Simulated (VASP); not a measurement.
**CoO: single point with PBE-based screened hybrid with 25 % exact exchange**

CoO:

```
Co O
1.0
     0.00000    2.34364    2.34364
     2.34364    0.00000    2.34364
     2.34364    2.34364    0.00000
Co O
1 1
Direct
  0.00000 0.00000 0.00000
  0.25000 0.25000 0.25000
```

```yaml
Program: VASP 6.6.1
Task: single point
Functional: PBE-based screened hybrid with 25 % exact exchange
Potentials_or_basis: VASP PAW PBE potentials, release 64 (Co, O)
Cutoff: 520 eV
k_mesh: 5 × 5 × 5
Occupations: fermi-dirac, width 0.05 eV
Spin: collinear spin, ferromagnetic start
Starting_moments: "[2.0, 0.0] μB"
```

| Property | Result |
| --- | --- |
| Pressure | -8.1 GPa |
| Band gap on the k mesh | 1.64 eV |
| Net moment | 3.00 μB per cell |
| Site moments | Co +2.70; O +0.18 μB |
| Valence electrons inside the program's atomic spheres | Co 7.76; O 5.02 |

Levels at points of the mesh, in eV from the valence-band top:
Spin up:
| k point | band 5 | band 6 | band 7 | band 8 | band 9 | band 10 | band 11 | band 12 | band 13 | band 14 |
| --- | --- | --- | --- | --- | --- | --- | --- | --- | --- | --- |
| (0.00, 0.00, 0.00) | -3.03 | -3.03 | 0.00 | 0.00 | 0.00 | 1.64 | 15.32 | 15.32 | 15.32 | 20.98 |
Spin down:
```csv
k point,band 3,band 4,band 5,band 6,band 7,band 8,band 9,band 10
"(0.00, 0.00, 0.00)",-3.23,-3.23,-1.19,-1.19,2.36,5.99,5.99,5.99
```

It took 14 min on 1 thread of AMD EPYC 9R45 96-Core Processor (Zen 5), with other jobs on the host, peak memory 0.25 GiB.

Caveat: the k points lie up to 0.46 Å⁻¹ apart; the PAW data sets were made with another functional, which shifts forces and pressure a little; a cell with one magnetic atom can't hold antiferromagnetic order, which such compounds often take.
